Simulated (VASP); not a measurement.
Input of a VASP 6.6.1 run:

The input INCAR:

```
PREC = Accurate
ENCUT = 520
EDIFF = 1E-6
ISMEAR = -1
SIGMA = 0.05
LREAL = Auto
LASPH = True
NELM = 100
ALGO = Normal
ISIF = 2
LWAVE = False
LCHARG = True
GGA = CA
LELF = True
LVHAR = True
NBANDS = 156
```

File KPOINTS:

```
Automatic mesh
0
Gamma
  1 1 1
```

File POSCAR:

```
CuMoF6
1.0
   -4.5559180000     -3.0558400000      4.5786340000
    4.6804170000     -2.6190130000      4.9938320000
    0.4405530000      5.3260400000      4.5642650000
Cu Mo F
4 4 24
Direct
    0.1288688760     -0.0283202895     -0.0931402206
    0.4925949421      0.5893725955     -0.0199461857
    0.5437799616      0.0765949441      0.4304150386
    0.0588802659      0.4527939809      0.4525880380
    0.5385261018      0.5651370412      0.4696455266
    0.0475119168     -0.0050830356      0.4304842396
    0.0394265600      0.5544079934     -0.0502468999
    0.5712862779      0.0887042665     -0.0849830105
    0.4341529256      0.6798638045      0.6914469321
    0.6378329593      0.4858118032      0.2413167942
    0.3088996361      0.5980830988      0.3862034973
    0.7968422897      0.4468514646      0.5397691976
    0.5875107375      0.7938125443      0.3456497107
    0.5168557469      0.3182196842      0.5641808840
    0.9569507192      0.0851037661      0.6740798333
    0.1778116482      0.9412659009      0.1906203442
    0.7990168303      0.1136193563      0.3351905284
    0.3025429257      0.9607563021      0.5103146088
    0.1069016587      0.2360682102      0.3727985663
    0.9662786418      0.7678844655      0.4870395871
    0.9547217288      0.6140969418      0.1968075195
    0.1006156729      0.4554863511      0.7162150627
    0.7732715864      0.6569880607      0.8513932521
    0.2639234400      0.5139242698      0.0806569513
    0.1365468834      0.7485880197      0.7846781442
    0.9796908420      0.3172074154      0.0434185262
    0.4997431599      0.1274873511      0.1874800353
    0.6269276374      1.0076593357      0.6822448670
    0.2838989488      0.1807646561      0.8445439291
    0.8541690760      0.9606971461      0.0012734309
    0.6508025599      0.3389575882      0.9059982322
    0.4635466230      0.8553892650     -0.0056702695
```

Potentials or basis: VASP PAW LDA potentials, release 64 (Cu, Mo_sv, F).

The run is started by

```bash
$ cat potpaw_LDA.64/Cu/POTCAR potpaw_LDA.64/Mo_sv/POTCAR potpaw_LDA.64/F/POTCAR > POTCAR
$ mpirun -np 1 vasp_gam > vasp.out
```

**Question.** What does it give for the pressure?

**Answer.** 5.7 GPa.

**Question.** Predict the largest force.

**Answer.** 6.267 eV/Å.

**Question.** Predict the band gap on the k mesh.

**Answer.** 0.05 eV.

Stress tensor (GPa, compression positive):
```
 3.96 -4.51 -0.47
-4.51  6.81 -1.40
-0.47 -1.40  6.23
```

Caveat: the k points lie up to 0.91 Å⁻¹ apart; forces of over 1 eV/Å act on the atoms, so gaps and moduli don't describe the material at rest. A k mesh can miss the band edges.
